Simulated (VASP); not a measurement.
Runs of VASP 6.6.1 on SiC. The structure is that of space group R-3m (No. 166), or close to it. The cells are those of the table. 

```tsv
cell	gap on the mesh (eV)	pressure (GPa)	largest force (eV/Å)
a = 5.417 Å, angles 31.9°, 4 atoms	0.26	29.5	(a)
a = 5.516 Å, angles 31.9°, 4 atoms	(d)	(c)	(b)
a = 5.611 Å, angles 31.9°, 4 atoms	0.46	2.8	0.15
a = 5.792 Å, angles 31.9°, 4 atoms	0.61	-13.5	0.34
a = 5.703 Å, angles 31.9°, 4 atoms	0.54	-6.4	0.17
```

Alike in all rows: task single point; level PBE; potentials or basis VASP PAW PBE potentials, release 64 (C, Si); no spin polarisation; k mesh 4 × 4 × 4; cutoff (eV) 520; smearing gaussian 0.01 eV.

Q: Estimate the missing entries.

A: (a) 0.58; (b) 0.29; (c) 14.5; (d) 0.37.

Caveats: all runs use coarse meshes.

A k mesh can miss the band edges.
